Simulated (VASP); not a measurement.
# SnO (Pmma) in VASP: a series of runs

Runs on SnO. Level: PBE. Tasks: single point.

Everything below comes from runs of VASP 6.6.1. Logs are shortened: lines on timing, memory, paths and dates and some standing lists are left out, and cuts for length are marked.

## Step 1: The cell of the first run

The structure is orthorhombic, space group Pmma (No. 51). Conventional cell: a = 5.905 Å, b = 3.306 Å, c = 3.786 Å, α = 90.00°, β = 90.00°, γ = 90.00°. Within 2.7 Å of Sn (site symmetry mm2) lie 2 O at 2.06 Å. Within 2.7 Å of O (site symmetry mm2) lie 2 Sn at 2.06 Å.

## Step 2: Single point, PBE

File INCAR:

```
SYSTEM = SnO
PREC = Accurate
ENCUT = 520
EDIFF = 1E-6
ISMEAR = 0
SIGMA = 0.1
LREAL = .FALSE.
LASPH = .TRUE.
NELM = 60
ALGO = Normal
ISIF = 2
LWAVE = .FALSE.
LCHARG = .FALSE.
GGA = PE
NBANDS = 28
```

File KPOINTS:

```
Automatic mesh
0
G
  4 6 4
  0 0 0
```

File POSCAR:

```
SnO
1.0
    5.9049710564      0.0000000000      0.0000000000
    0.0000000000      3.3060265861      0.0000000000
    0.0000000000      0.0000000000      3.7859084703
Sn O
2 2
Direct
    0.7500000000      0.0000000000      0.6118218523
    0.2500000000      0.0000000000      0.3881781477
    0.7500000000      0.5000000000     -0.0620888377
    0.2500000000      0.5000000000      1.0620888377
```

Potentials or basis: VASP PAW PBE potentials, release 64 (Sn_d, O).

On the command line:

```
$ cat potpaw_PBE.64/Sn_d/POTCAR potpaw_PBE.64/O/POTCAR > POTCAR
$ mpirun -np 1 vasp_std > vasp.out
```

OUTCAR:

```text
SYSTEM = SnO
   PREC = Accurate
   ENCUT = 520
   EDIFF = 1E-6
   ISMEAR = 0
   LREAL = .FALSE.
   LASPH = .TRUE.
   NELM = 60
   ISIF = 2
   GGA = PE

 ion  position               nearest neighbor table
   1  0.750  0.000  0.612-   3 2.06   3 2.06   2 3.07   2 3.07
   2  0.250  0.000  0.388-   4 2.06   4 2.06   1 3.07   1 3.07
   3  0.750  0.500  0.938-   1 2.06   1 2.06
   4  0.250  0.500  0.062-   2 2.06   2 2.06

  LATTYP: Found a simple orthorhombic cell.
 ALAT       =     3.3060265861
 B/A-ratio  =     1.1451536676
 C/A-ratio  =     1.7861232820

  Lattice vectors:

 A1 = (   0.0000000000,   3.3060265861,   0.0000000000)
 A2 = (   0.0000000000,   0.0000000000,   3.7859084703)
 A3 = (   5.9049710564,   0.0000000000,   0.0000000000)

Analysis of symmetry for initial positions (statically):
=====================================================================
 Subroutine PRICEL returns:
 Original cell was already a primitive cell.

 Routine SETGRP: Setting up the symmetry group for a
 simple orthorhombic supercell.

 Subroutine GETGRP returns: Found  8 space group operations
 (whereof  4 operations were pure point group operations)
 out of a pool of  8 trial point group operations.

The static configuration has the point symmetry C_2h.
 The point group associated with its full space group is D_2h.

Analysis of symmetry for dynamics (positions and initial velocities):
=====================================================================
 Subroutine PRICEL returns:
 Original cell was already a primitive cell.

 Routine SETGRP: Setting up the symmetry group for a
 simple orthorhombic supercell.

 Subroutine GETGRP returns: Found  8 space group operations
 (whereof  4 operations were pure point group operations)
 out of a pool of  8 trial point group operations.

The dynamic configuration has the point symmetry C_2h.
 The point group associated with its full space group is D_2h.

 Subroutine INISYM returns: Found  8 space group operations
 (whereof  4 operations are pure point group operations),
 and found     1 'primitive' translations

----------------------------------------------------------------------------------------

                                     Primitive cell

  volume of cell :      73.9085

  direct lattice vectors                    reciprocal lattice vectors
     5.904971056  0.000000000  0.000000000     0.169348840  0.000000000  0.000000000
     0.000000000  3.306026586  0.000000000     0.000000000  0.302477906  0.000000000
     0.000000000  0.000000000  3.785908470     0.000000000  0.000000000  0.264137395

  length of vectors
     5.904971056  3.306026586  3.785908470     0.169348840  0.302477906  0.264137395

  position of ions in fractional coordinates (direct lattice)
     0.750000000  0.000000000  0.611821852
     0.250000000  0.000000000  0.388178148
     0.750000000  0.500000000  0.937911162
     0.250000000  0.500000000  0.062088838

  ion indices of the primitive-cell ions
   primitive index   ion index
                 1           1
                 2           2
                 3           3
                 4           4

----------------------------------------------------------------------------------------

 KPOINTS: Automatic mesh

Automatic generation of k-mesh.
 Grid dimensions read from file:
 generate k-points for:    4    6    4

 Generating k-lattice:

  Cartesian coordinates                     Fractional coordinates (reciprocal lattice)
     0.042337210  0.000000000  0.000000000     0.250000000  0.000000000  0.000000000
     0.000000000  0.050412984  0.000000000     0.000000000  0.166666667  0.000000000
     0.000000000  0.000000000  0.066034349     0.000000000  0.000000000  0.250000000

  Length of vectors
     0.042337210  0.050412984  0.066034349

  Shift w.r.t. Gamma in fractional coordinates (k-lattice)
     0.000000000  0.000000000  0.000000000

 Subroutine IBZKPT returns following result:
 ===========================================

 Found     36 irreducible k-points:

 Following reciprocal coordinates:
            Coordinates               Weight
  0.000000  0.000000  0.000000      1.000000
  0.250000  0.000000  0.000000      2.000000
  0.500000  0.000000  0.000000      1.000000
  0.000000  0.166667  0.000000      2.000000
  0.250000  0.166667  0.000000      4.000000
  0.500000  0.166667  0.000000      2.000000
[... 16 lines left out ...]
  0.250000  0.500000  0.250000      4.000000
  0.500000  0.500000  0.250000      2.000000
 [... further k-points ...]
   k-points           NKPTS =     36   k-points in BZ     NKDIM =     36   number of bands    NBANDS=     28
   number of dos      NEDOS =    301   number of ions     NIONS =      4
   total plane-waves  NPLWV =  37632
   dimension x,y,z NGX =    48 NGY =   28 NGZ =   28
   dimension x,y,z NGXF=    96 NGYF=   56 NGZF=   56
   ions per type =               2   2
   NGX,Y,Z   is equivalent  to a cutoff of  13.51, 14.08, 12.30 a.u.
   NGXF,Y,Z  is equivalent  to a cutoff of  27.03, 28.16, 24.59 a.u.
 SYSTEM =  SnO
   PREC   = accura    normal or accurate (medium, high low for compatibility)
   ISTART =      0    job   : 0-new  1-cont  2-samecut
   ICHARG =      2    charge: 1-file 2-atom 10-const
   ISPIN  =      1    spin polarized calculation?
   LNONCOLLINEAR =      F non collinear calculations
   LSORBIT =      F    spin-orbit coupling
   LASPH  =      T    aspherical Exc in radial PAW
   ENCUT  =  520.0 eV  38.22 Ry    6.18 a.u.  10.98  6.15  7.04*2*pi/ulx,y,z
   NELM   =     60;   NELMIN=  2; NELMDL= -5     # of ELM steps
   EDIFF  = 0.1E-05   stopping-criterion for ELM
   LREAL  =      F    real-space projection
   EDIFFG = 0.1E-04   stopping-criterion for IOM
   NSW    =      0    number of steps for IOM
   IBRION =     -1    ionic relax: 0-MD 1-quasi-New 2-CG
   NFREE  =      0    steps in history (QN), initial steepest desc. (CG)
   ISIF   =      2    stress and relaxation
   ISYM   =      2    0-nonsym 1-usesym 2-fastsym
   POTIM  = 0.5000    time-step for ionic-motion
   TEBEG  =    0.0;   TEEND  =   0.0 temperature during run
   PSTRESS=    0.0 pullay stress
   NELECT =      40.0000    total number of electrons
   NUPDOWN=      -1.0000    fix difference up-down
   EMIN   =  10.00;   EMAX   =-10.00  energy-range for DOS
   EFERMI =   0.00;   METHOD = LEGACY
   ISMEAR =     0;   SIGMA  =   0.10  broadening in eV -4-tet -1-fermi 0-gaus
   EFERMI_NEDOS =   21; number of points for ismear=-14 and -15
   IALGO  =     38    algorithm
   IMIX   =      4    mixing-type and parameters
     AMIX     =   0.40;   BMIX     =  1.00
     AMIX_MAG =   1.60;   BMIX_MAG =  1.00
  volume/ion in A,a.u.               =      18.48       124.69
  Fermi-wavevector in a.u.,A,eV,Ry     =   1.334126  2.521132 24.216893  1.779891
  Thomas-Fermi vector in A             =   2.462931
   LORBIT       =      0    0 simple, 1 ext, 2 COOP (PROOUT), +10 PAW based schemes
   GGA     = PE    functional components
   LHFCALC =     F    Hartree Fock is set to
   AEXX    =    0.0000 exact exchange contribution
   IVDW    =     0    specifies the selected vdW correction
   LEPSILON=     F    determine dielectric tensor
   LRPA    =     F    only Hartree local field effects (RPA)
 non-spin polarized calculation
 Gauss-broadening in eV      SIGMA  =   0.10
  energy-cutoff  :      520.00
  volume of cell :       73.91
 maximum number of plane-waves:      2012
 NGX is ok and might be reduce to    48
   NGX = 21   NGY = 13   NGZ = 15

 number of electron      39.9999998 magnetization

 Free energy of the ion-electron system (eV)
  ---------------------------------------------------
  ext. energy  EPLUGINS =         0.00000000
  ---------------------------------------------------
  free energy    TOTEN  =       -21.04388251 eV

  energy without entropy =      -21.03949230  energy(sigma->0) =      -21.04168741

 E-fermi :   5.6506     XC(G=0): -10.0411

 val. band max:        5.4642640773   @ k =   0.0000   0.1667   0.5000
 cond. band min:       5.6528277273   @ k =   0.0000   0.3333   0.5000
 fundamental gap:      0.1885636500
 Fermi energy:         5.6506431248

 k-point     1 :       0.0000    0.0000    0.0000
  band No.  band energies     occupation
      1     -15.8441      2.00000
      2     -15.6912      2.00000
      3     -15.4888      2.00000
      4     -15.4525      2.00000
      5     -15.4438      2.00000
      6     -15.4437      2.00000
[... 20 lines left out ...]
     27      16.3048      0.00000
     28      16.5112      0.00000

 k-point     2 :       0.2500    0.0000    0.0000
  band No.  band energies     occupation
      1     -15.8250      2.00000
      2     -15.7166      2.00000
      3     -15.5014      2.00000
      4     -15.4881      2.00000
      5     -15.4453      2.00000
      6     -15.4444      2.00000
[... 20 lines left out ...]
     27      15.4024      0.00000
     28      15.5180      0.00000

 k-point     3 :       0.5000    0.0000    0.0000
  band No.  band energies     occupation
      1     -15.7742      2.00000
      2     -15.7742      2.00000
      3     -15.5072      2.00000
      4     -15.5072      2.00000
      5     -15.4457      2.00000
      6     -15.4457      2.00000
[... 20 lines left out ...]
     27      14.8695      0.00000
     28      14.8695      0.00000

 k-point     4 :       0.0000    0.1667    0.0000
  band No.  band energies     occupation
      1     -15.8177      2.00000
      2     -15.7010      2.00000
      3     -15.5069      2.00000
      4     -15.4518      2.00000
      5     -15.4499      2.00000
      6     -15.4287      2.00000
[... 578 lines left out ...]
     27      13.9845      0.00000
     28      17.0395      0.00000

 k-point    23 :       0.2500    0.5000    0.2500
  band No.  band energies     occupation
      1     -15.8862      2.00000
      2     -15.8651      2.00000
      3     -15.5602      2.00000
      4     -15.4712      2.00000
      5     -15.4611      2.00000
      6     -15.4007      2.00000
[... 20 lines left out ...]
     27      13.5692      0.00000
     28      16.3088      0.00000

 k-point    24 :       0.5000    0.5000    0.2500
  band No.  band energies     occupation
      1     -15.8758      2.00000
      2     -15.8758      2.00000
      3     -15.5298      2.00000
      4     -15.5298      2.00000
      5     -15.4213      2.00000
      6     -15.4213      2.00000
[... 20 lines left out ...]
     27      15.7691      0.00000
     28      15.7691      0.00000

 [... further k-points ...]
[... 5 lines left out ...]
  --------------------------------------------------------------------------------------
  -------------------------------------------------------------------------------------
  Total        0.0458337      0.1375160     -0.0697819      0.0000000      0.0000000      0.0000000
  in kB        0.9935767      2.9810526     -1.5127228      0.0000000      0.0000000      0.0000000
  external PRESSURE =       0.8206355 kB  Pullay stress =       0.0000000 kB

 VOLUME and BASIS-vectors are now :
 -----------------------------------------------------------------------------
  energy-cutoff  :      520.00
  volume of cell :       73.91
      direct lattice vectors                 reciprocal lattice vectors
     5.904971056  0.000000000  0.000000000     0.169348840  0.000000000  0.000000000
     0.000000000  3.306026586  0.000000000     0.000000000  0.302477906  0.000000000
     0.000000000  0.000000000  3.785908470     0.000000000  0.000000000  0.264137395

 POSITION                                       TOTAL-FORCE (eV/Angst)
 -----------------------------------------------------------------------------------
      4.42873      0.00000      2.31630         0.000000     -0.000000     -0.033285
      1.47624      0.00000      1.46961         0.000000     -0.000000      0.033285
      4.42873      1.65301      3.55085        -0.000000     -0.000000      0.030307
      1.47624      1.65301      0.23506        -0.000000      0.000000     -0.030307
 -----------------------------------------------------------------------------------
    total drift:                                0.000000      0.000000      0.000000

  FREE ENERGIE OF THE ION-ELECTRON SYSTEM (eV)
  ---------------------------------------------------
  free  energy   TOTEN  =       -21.0438825084 eV

  energy  without entropy=      -21.0394923034  energy(sigma->0) =      -21.04168741
```

It took 88 s on 1 thread of AMD EPYC 7R43 (Zen 3), shared host; peak memory 0.18 GiB.

What came out:

* Free energy: -21.0439 eV
* Pressure: 0.1 GPa
* Largest force: 0.033 eV/Å
* Band gap on the k mesh: zero (band 20 reaches 5.66 eV, above the bottom of band 21 at 5.41 eV)

Forces in eV/Å, atoms in the order of the input:
```
Sn   0.000  0.000 -0.033
Sn   0.000  0.000  0.033
O    0.000  0.000  0.030
O    0.000  0.000 -0.030
```

Caveat: the k points lie up to 0.41 Å⁻¹ apart; spin-orbit coupling is left out, which moves the levels of the heavy elements.

## Step 3: Single point, PBE

This run uses another cell than the first one, of 19.20 Å³/atom, 1.039 times its volume.

File INCAR:

```
PREC     = Accurate       # precision mode
ENCUT    = 520            # plane-wave cutoff, eV
EDIFF    = 1E-6           # SCF threshold, eV
ISMEAR   = 0              # smearing method
SIGMA    = 0.1            # smearing width, eV
LREAL    = False          # projectors in reciprocal space
LASPH    = True           # aspherical terms in the spheres
NELM     = 80             # most SCF steps
ALGO     = Normal         # electronic algorithm
ISIF     = 2              # what is computed and relaxed
LWAVE    = False          # write WAVECAR
LCHARG   = False          # write CHGCAR
GGA      = PE             # functional
NBANDS   = 28             # bands
```

File KPOINTS:

```
regular mesh
0
Gamma
  4 6 4
```

File POSCAR:

```
SnO
1.0
    4.8441279951      0.0000000000      0.0000000000
    0.0000000000      3.2056729379      0.0000000000
    0.0000000000      0.0000000000      4.9458953899
Sn O
2 2
Direct
    0.7500000000      0.0000000000      0.6870000000
    0.2500000000      0.0000000000      0.3130000000
    0.7500000000      0.5000000000      0.1880000000
    0.2500000000      0.5000000000      0.8120000000
```

Potentials or basis: VASP PAW PBE potentials, release 64 (Sn_d, O).

On the command line:

```
$ cat potpaw_PBE.64/Sn_d/POTCAR potpaw_PBE.64/O/POTCAR > POTCAR
$ mpirun -np 1 vasp_std > vasp.out
```

It took 2.1 min on 1 thread of AMD EPYC 7R43 (Zen 3), shared host; peak memory 0.17 GiB.

The run converged. Its results:

```
Free energy            : -18.0405 eV
Pressure               : -12.5 GPa
Largest force          : 1.798 eV/Å
Band gap on the k mesh : zero (band 20 reaches 4.98 eV, above the bottom of band 21 at 4.35 eV)
```

Forces on the atoms (eV/Å):
```
Sn   0.000  0.000  1.798
Sn   0.000  0.000 -1.798
O    0.000  0.000  0.708
O    0.000  0.000 -0.708
```

Stress tensor (GPa, compression positive):
```
-12.31   0.00   0.00
  0.00  -6.67   0.00
  0.00   0.00 -18.45
```

Levels at points of the mesh, in eV from the Fermi level:
```
           k point  band 16  band 17  band 18  band 19  band 20  band 21  band 22  band 23  band 24  band 25
(0.00, 0.00, 0.00)    -3.16    -1.62    -1.24    -0.82    -0.30     1.87     3.20     5.43     6.21     6.77
(0.50, 0.00, 0.00)    -3.04    -0.50    -0.50    -0.28    -0.28     2.16     2.16     4.57     4.57     7.32
(0.00, 0.50, 0.00)    -1.87    -1.83    -1.16    -1.01    -0.76    -0.65     0.22     0.38     2.20     5.41
(0.50, 0.50, 0.00)    -2.76    -1.48    -1.48    -1.13    -1.13     1.16     1.16     1.98     1.98     6.13
(0.00, 0.00, 0.50)    -2.57    -0.83    -0.58    -0.42    -0.04     1.86     1.97     2.40     5.58     6.38
(0.50, 0.00, 0.50)    -1.43    -0.43    -0.43    -0.43    -0.43     0.57     0.57     5.72     5.72     6.97
(0.00, 0.50, 0.50)    -2.25    -1.63    -1.20    -0.97    -0.96     0.96     1.17     1.52     4.33     4.37
(0.50, 0.50, 0.50)    -3.68    -3.09    -3.09    -0.65    -0.65     1.93     1.93     3.20     3.20     7.95
```

Caveat: spin-orbit coupling is left out, which moves the levels of the heavy elements; forces of over 1 eV/Å act on the atoms, so gaps and moduli don't describe the material at rest.
